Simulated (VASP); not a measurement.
# Al30Si (a cell with a defect) in VASP: further runs, part 2 of 2

VASP 6.6.1. Earlier steps stand in the parts before.

### Step 3. Single point, r2SCAN

Contents of POSCAR:

```
Al30Si
1.0
    8.1000000000      0.0000000000      0.0000000000
    0.0000000000      8.1000000000      0.0000000000
    0.0000000000      0.0000000000      8.1000000000
Al Si
30 1
Direct
    0.4978953086      0.0000000000     -0.0021046914
    0.7520480247      0.2503654321     -0.0025183951
    0.0036712346      0.0000000000     -0.0034532099
    0.2476866667      0.2506204938     -0.0025702469
    0.4984572840      0.5000000000     -0.0015427160
    0.7520480247      0.7496345679     -0.0025183951
    0.2479122222      0.0000000000      0.2524527160
    0.4974816049      0.2503654321      0.2520480247
    0.7520980247      0.5000000000      0.2520980247
    0.4965467901      0.0000000000      0.5036712346
    0.7529302469      0.2473222222      0.5018522222
    0.7524527160      0.0000000000      0.7479122222
    0.0030174074      0.5000000000     -0.0026296296
    0.2476866667      0.7493795062     -0.0025702469
    0.0018522222      0.2473222222      0.2529302469
    0.2469872840      0.5000000000      0.2509603704
    0.4974816049      0.7496345679      0.2520480247
    0.2473988889      0.2502581481      0.5027830864
    0.4973703704      0.5000000000      0.5030174074
    0.7529302469      0.7526777778      0.5018522222
    0.2467029630      0.0000000000      0.7467029630
    0.4974297531      0.2506204938      0.7476866667
    0.7509603704      0.5000000000      0.7469872840
    0.0018522222      0.7526777778      0.2529302469
    0.0024753086      0.5000000000      0.5024753086
    0.2473988889      0.7497418519      0.5027830864
    0.0027830864      0.2502581481      0.7473988889
    0.2475770370      0.5000000000      0.7475770370
    0.4974297531      0.7493795062      0.7476866667
    0.0027830864      0.7497418519      0.7473988889
    1.0066549383      0.0000000000      0.5066549383
```

Contents of INCAR.step1:

```
PREC = Accurate
ENCUT = 520
ISMEAR = -1
SIGMA = 0.1
LREAL = Auto
LASPH = T
NELM = 100
NBANDS = 68
GGA = PE
ALGO = Normal
EDIFF = 1E-4
LWAVE = T
LCHARG = F
```

Contents of INCAR.step2:

```
PREC = Accurate
ENCUT = 520
EDIFF = 1E-6
ISMEAR = -1
SIGMA = 0.1
LREAL = Auto
LASPH = T
NELM = 100
ALGO = Normal
ISIF = 2
LWAVE = F
LCHARG = F
METAGGA = R2SCAN
LMIXTAU = T
NBANDS = 68
ISTART = 1
```

Contents of KPOINTS:

```
Automatic mesh
0
Gamma
  2 2 2
```

Potentials or basis: VASP PAW PBE potentials, release 64 (Al, Si).

Started as:

```sh
> cat potpaw_PBE.64/Al/POTCAR potpaw_PBE.64/Si/POTCAR > POTCAR
> cp INCAR.step1 INCAR
> mpirun -np 1 vasp_std > vasp.out
> cp INCAR.step2 INCAR
> mpirun -np 1 vasp_std > vasp.out
```

OUTCAR:

```text
PREC = Accurate
   ENCUT = 520
   EDIFF = 1E-6
   ISMEAR = -1
   LREAL = Auto
   LASPH = T
   NELM = 100
   ISIF = 2
   METAGGA = R2SCAN
   ISTART = 1

 ion  position               nearest neighbor table
   1  0.498  0.000  0.998-   4 2.87  14 2.87  22 2.87  29 2.87  21 2.88  17 2.89   6 2.89   8 2.89
                             2 2.89  12 2.89   7 2.89
   2  0.752  0.250  0.997-  12 2.86  23 2.86  13 2.87  27 2.87   3 2.88   5 2.88   9 2.89  22 2.89
[... 668 lines left out ...]
  -------------------------------------------------------------------------------------
  Total      -14.0731659    -15.8128251    -14.0731659      0.0000000      0.0000000      0.4060356
  in kB      -42.4274895    -47.6721780    -42.4274895      0.0000000      0.0000000      1.2241078
  external PRESSURE =     -44.1757190 kB  Pullay stress =       0.0000000 kB

 VOLUME and BASIS-vectors are now :
 -----------------------------------------------------------------------------
  energy-cutoff  :      520.00
  volume of cell :      531.44
      direct lattice vectors                 reciprocal lattice vectors
     8.100000000  0.000000000  0.000000000     0.123456790  0.000000000  0.000000000
     0.000000000  8.100000000  0.000000000     0.000000000  0.123456790  0.000000000
     0.000000000  0.000000000  8.100000000     0.000000000  0.000000000  0.123456790

 POSITION                                       TOTAL-FORCE (eV/Angst)
 -----------------------------------------------------------------------------------
      4.03295      0.00000      8.08295        -0.005069      0.000000     -0.005069
      6.09159      2.02796      8.07960         0.006535      0.003359     -0.005071
      0.02974      0.00000      8.07203         0.004031      0.000000      0.003477
      2.00626      2.03003      8.07918        -0.000695     -0.000138     -0.007983
      4.03750      4.05000      8.08750        -0.002843      0.000000     -0.002843
      6.09159      6.07204      8.07960         0.006535     -0.003359     -0.005071
[... 23 lines left out ...]
      0.02254      6.07291      6.05393         0.003637     -0.001951     -0.005179
      0.05391      0.00000      4.10391         0.010289      0.000000      0.010289
 -----------------------------------------------------------------------------------
    total drift:                               -0.019451     -0.000000     -0.019451

  FREE ENERGIE OF THE ION-ELECTRON SYSTEM (eV)
  ---------------------------------------------------
  free  energy   TOTEN  =      -209.0879350211 eV

  energy  without entropy=     -208.6133573710  energy(sigma->0) =     -208.85064620
```

OSZICAR.step1:

```text
N       E                     dE             d eps       ncg     rms          rms(c)
DAV:   1     0.127852949603E+03    0.12785E+03   -0.32698E+04   816   0.111E+03
DAV:   2    -0.104006204075E+03   -0.23186E+03   -0.21708E+03   956   0.143E+02
DAV:   3    -0.117560132841E+03   -0.13554E+02   -0.12917E+02  1020   0.280E+01
DAV:   4    -0.117860355122E+03   -0.30022E+00   -0.29832E+00   984   0.478E+00
DAV:   5    -0.117867667867E+03   -0.73127E-02   -0.73080E-02  1008   0.803E-01    0.759E+00
DAV:   6    -0.116916868249E+03    0.95080E+00   -0.19620E+00   972   0.345E+00    0.446E+00
DAV:   7    -0.116703261186E+03    0.21361E+00   -0.31523E-01   952   0.162E+00    0.216E+00
DAV:   8    -0.116616086577E+03    0.87175E-01   -0.84737E-02   960   0.799E-01    0.501E-01
DAV:   9    -0.116612544947E+03    0.35416E-02   -0.54342E-03   976   0.209E-01    0.322E-01
DAV:  10    -0.116612088546E+03    0.45640E-03   -0.11089E-03   968   0.873E-02    0.128E-01
DAV:  11    -0.116612068360E+03    0.20186E-04   -0.15114E-04   704   0.357E-02
   1 F= -.11661207E+03 E0= -.11636069E+03  d E =-.502760E+00
```

It took 12 min on 1 thread of AMD EPYC 7R13 (Zen 3), shared host; peak memory 0.57 GiB.

What came out:

* Free energy: -209.0879 eV
* Pressure: -4.4 GPa
* Largest force: 0.015 eV/Å
* Band gap on the k mesh: zero (bands 47 and 48 overlap by 0.91 eV)

Forces on the atoms (eV/Å):
```
Al  -0.005  0.000 -0.005
Al   0.007  0.003 -0.005
Al   0.004  0.000  0.003
Al  -0.001  0.000 -0.008
Al  -0.003  0.000 -0.003
Al   0.007 -0.003 -0.005
Al  -0.002  0.000  0.005
Al  -0.005  0.003  0.007
Al   0.003  0.000  0.003
Al   0.003  0.000  0.004
Al   0.002  0.001 -0.002
Al   0.005  0.000 -0.002
Al   0.005  0.000  0.001
Al  -0.001  0.000 -0.008
Al  -0.002  0.001  0.002
Al  -0.004  0.000  0.000
Al  -0.005 -0.003  0.007
Al  -0.005  0.002  0.004
Al   0.001  0.000  0.005
Al   0.002 -0.001 -0.002
Al  -0.003  0.000 -0.003
Al  -0.008  0.000 -0.001
Al   0.000  0.000 -0.004
Al  -0.002 -0.001  0.002
Al   0.009  0.000  0.009
Al  -0.005 -0.002  0.004
Al   0.004  0.002 -0.005
Al  -0.006  0.000 -0.006
Al  -0.008  0.000 -0.001
Al   0.004 -0.002 -0.005
Si   0.010  0.000  0.010
```

Levels at points of the mesh, in eV from the Fermi level:
```csv
k point,band 43,band 44,band 45,band 46,band 47,band 48,band 49,band 50,band 51,band 52
"(0.00, 0.00, 0.00)",-0.23,-0.20,-0.18,0.28,0.49,0.51,0.57,0.60,0.65,0.90
"(0.50, 0.00, 0.00)",-0.52,-0.35,-0.29,-0.14,-0.12,-0.08,-0.04,0.29,0.41,0.57
"(0.00, 0.50, 0.00)",-0.54,-0.33,-0.27,-0.08,-0.07,-0.03,-0.02,0.05,0.46,0.56
"(0.50, 0.50, 0.00)",-0.97,-0.95,-0.22,0.05,0.08,0.68,1.09,1.12,1.17,1.24
"(0.50, 0.00, 0.50)",-0.94,-0.90,-0.28,0.06,0.06,0.73,1.19,1.27,1.29,1.30
"(0.50, 0.50, 0.50)",-0.48,-0.46,-0.45,-0.44,-0.42,-0.42,-0.37,-0.22,-0.07,-0.03
```

Caveat: the k points lie up to 0.39 Å⁻¹ apart, too coarse for converged energies and pressures of a metal; the PAW data sets were made with another functional, which shifts forces and pressure a little.

### Step 4. Single point, r2SCAN

Contents of POSCAR:

```
Al30Si
1.0
    8.1000000000      0.0000000000      0.0000000000
    0.0000000000      8.1000000000      0.0000000000
    0.0000000000      0.0000000000      8.1000000000
Al Si
30 1
Direct
    0.4989486420     -0.0002920988     -0.0011618519
    0.7497422222      0.2522069136     -0.0022627160
    0.0006339506     -0.0003028395     -0.0033229630
    0.2499097531      0.2507102469     -0.0000140741
    0.5001458025      0.4997098765      0.0000350617
    0.7497451852      0.7472056790     -0.0022658025
    0.2468993827     -0.0002981481      0.2543846914
    0.4978518519      0.2522044444      0.2496322222
    0.7526766667      0.4997054321      0.2525630864
    0.4967972840     -0.0003011111      0.5005181481
    0.7488896296      0.2541034568      0.5006808642
    0.7544954321     -0.0002960494      0.7467840741
    0.0033467901      0.4997153086     -0.0026532099
    0.2499075309      0.7487066667     -0.0000122222
    0.0007895062      0.2541023457      0.2487788889
    0.2505616049      0.4997177778      0.2494282716
    0.4978420988      0.7472054321      0.2496351852
    0.2478123457      0.2503655556      0.5031888889
    0.4974559259      0.4997141975      0.5032361728
    0.7488722222      0.7452754321      0.5006807407
    0.2486807407     -0.0003023457      0.7485680247
    0.5000966667      0.2507150617      0.7497995062
    0.7495413580      0.4997135802      0.7504525926
    0.0007922222      0.7452738272      0.2487646914
    0.0004219753      0.4997014815      0.5003081481
    0.2477959259      0.7490555556      0.5031858025
    0.0033002469      0.2503628395      0.7476981481
    0.2501398765      0.4997058025      0.7500313580
    0.5000962963      0.7487060494      0.7497975309
    0.0032972840      0.7490586420      0.7476825926
    0.9409407407     -0.0003927160      0.4408032099
```

Contents of INCAR.step1:

```
ALGO = Normal
EDIFF = 1E-4
ENCUT = 520
GGA = PE
ISMEAR = -1
LASPH = T
LCHARG = F
LREAL = Auto
LWAVE = T
NBANDS = 68
NELM = 100
PREC = Accurate
SIGMA = 0.1
```

Contents of INCAR.step2:

```
ALGO = Normal
EDIFF = 1E-6
ENCUT = 520
ISIF = 2
ISMEAR = -1
ISTART = 1
LASPH = T
LCHARG = F
LMIXTAU = T
LREAL = Auto
LWAVE = F
METAGGA = R2SCAN
NBANDS = 68
NELM = 100
PREC = Accurate
SIGMA = 0.1
```

Contents of KPOINTS:

```
k-points
0
Gamma
  2 2 2
```

Started as:

```sh
> cat potpaw_PBE.64/Al/POTCAR potpaw_PBE.64/Si/POTCAR > POTCAR
> cp INCAR.step1 INCAR
> mpirun -np 1 vasp_std > vasp.out
> cp INCAR.step2 INCAR
> mpirun -np 1 vasp_std > vasp.out
```

Run time: 34 min. Hardware: 1 thread of Oxide Virtual Turin-like, shared host; peak memory 0.6 GiB.

Results (log left out):

```yaml
Free_energy: -208.6961 eV
Pressure: -4.1 GPa
Largest_force: 0.665 eV/Å
Band_gap_on_the_k_mesh: zero (bands 47 and 48 overlap by 0.78 eV)
```

Forces on the atoms (eV/Å):
```
Al  -0.007 -0.002 -0.007
Al  -0.007  0.010 -0.014
Al   0.032  0.000 -0.055
Al  -0.021  0.015 -0.011
Al  -0.010  0.001 -0.009
Al  -0.007 -0.009 -0.014
Al  -0.076  0.001  0.023
Al  -0.014  0.010 -0.007
Al  -0.033  0.000 -0.032
Al  -0.057  0.000  0.033
Al  -0.064  0.043  0.005
Al   0.023  0.001 -0.075
Al  -0.006  0.001 -0.049
Al  -0.019 -0.019 -0.011
Al   0.005  0.043 -0.065
Al  -0.009 -0.003  0.018
Al  -0.014 -0.009 -0.008
Al  -0.048 -0.007  0.013
Al  -0.050  0.000 -0.005
Al  -0.066 -0.041  0.005
Al  -0.034  0.000 -0.034
Al  -0.010  0.016 -0.021
Al   0.019 -0.002 -0.010
Al   0.005 -0.042 -0.065
Al   0.033 -0.002  0.032
Al  -0.048  0.008  0.014
Al   0.013 -0.007 -0.048
Al  -0.004  0.001 -0.003
Al  -0.010 -0.018 -0.021
Al   0.012  0.008 -0.047
Si   0.470  0.002  0.470
```

Stress tensor (GPa, compression positive):
```
-4.06  0.00  0.13
 0.00 -4.25  0.00
 0.13  0.00 -4.06
```

Levels at points of the mesh, in eV from the Fermi level:
```csv
k point,band 42,band 43,band 44,band 45,band 46,band 47,band 48,band 49,band 50,band 51
"(0.00, 0.00, 0.00)",-0.41,-0.31,-0.24,-0.20,0.24,0.41,0.48,0.59,0.61,0.69
"(0.50, 0.00, 0.00)",-0.74,-0.66,-0.37,-0.27,-0.09,-0.08,0.02,0.05,0.14,0.47
"(0.00, 0.50, 0.00)",-0.73,-0.56,-0.49,-0.15,-0.12,-0.09,-0.08,0.02,0.06,0.55
"(0.00, 0.00, 0.50)",-0.74,-0.66,-0.37,-0.27,-0.09,-0.08,0.02,0.05,0.14,0.47
"(0.50, 0.50, 0.00)",-1.14,-0.87,-0.83,-0.14,-0.01,0.03,0.51,0.97,1.04,1.17
"(0.00, 0.50, 0.50)",-1.14,-0.87,-0.83,-0.14,-0.01,0.03,0.51,0.97,1.04,1.17
"(0.50, 0.00, 0.50)",-1.07,-1.04,-0.94,-0.15,0.04,0.06,0.54,1.11,1.12,1.28
"(0.50, 0.50, 0.50)",-0.52,-0.49,-0.49,-0.49,-0.45,-0.42,-0.38,-0.35,-0.22,-0.18
```

Caveat: the k points lie up to 0.39 Å⁻¹ apart, too coarse for converged energies and pressures of a metal; the PAW data sets were made with another functional, which shifts forces and pressure a little.
